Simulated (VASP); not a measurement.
Write the native input for VASP 6.6.1 that does the following.

```
Task                   : relaxation of cell and atoms
Functional             : PBE
Potentials or basis    : VASP PAW PBE potentials, release 64 (In_d, Ga_d, As)
Cutoff                 : 600 eV
k mesh                 : 4 × 4 × 4
Occupations            : gaussian, width 0.1 eV
Spin                   : no spin polarisation
Dipole correction      : no
Further INCAR settings : ALGO = Normal; EDIFF = 1e-06; IBRION = 2; EDIFFG = -0.04; NSW = 90; ISIF = 3
```

The structure of In3GaAs4 lies in POSCAR:

```
In3GaAs4
1.0
    5.7544699800      0.0000000000      0.0000000000
    0.0000000000      5.7544699800      0.0000000000
    0.0000000000      0.0000000000      5.7544699800
In Ga As
3 1 4
Direct
    0.0000000000      0.5000000000      0.5000000000
    0.5000000000      0.0000000000      0.5000000000
    0.5000000000      0.5000000000      0.0000000000
    0.0000000000      0.0000000000      0.0000000000
    0.7500000000      0.7500000000      0.2500000000
    0.7500000000      0.2500000000      0.7500000000
    0.2500000000      0.7500000000      0.7500000000
    0.2500000000      0.2500000000      0.2500000000
```

The input as run:

INCAR

```
PREC = Accurate
ENCUT = 600
EDIFF = 1E-6
ISMEAR = 0
SIGMA = 0.1
LREAL = F
LASPH = T
NELM = 100
ALGO = Normal
ISIF = 3
LWAVE = F
LCHARG = F
GGA = PE
IBRION = 2
NSW = 90
EDIFFG = -0.04
```

KPOINTS

```
Automatic mesh
0
Gamma
  4 4 4
```

Potentials or basis: VASP PAW PBE potentials, release 64 (In_d, Ga_d, As).

Run with:

```console
$ cat potpaw_PBE.64/In_d/POTCAR potpaw_PBE.64/Ga_d/POTCAR potpaw_PBE.64/As/POTCAR > POTCAR
$ mpirun -np 1 vasp_std > vasp.out
```

It gave:

```json
{"Relaxed volume": "28.04 Å³/atom", "Relaxed cell": "a = 6.076 Å, b = 6.076 Å, c = 6.076 Å, α = 90.00°, β = 90.00°, γ = 90.00°", "Space group after relaxing (to 0.1 Å)": "P-43m (No. 215)", "Energy gained by relaxing": "183.1 meV/atom", "Ionic steps": "5", "Pressure after relaxing": "0.1 GPa", "Band gap on the k mesh": "zero (filled and empty bands touch)"}
```

Caveat: the volume moved by over 15 % at a fixed basis, so the end points are rough; semilocal functionals underestimate gaps, so a narrow gap can read as zero; spin-orbit coupling is left out, which moves the levels of the heavy elements.

Run time: 13 min on 1 thread of Intel Xeon 8259CL (shared host), peak memory 0.4 GiB.
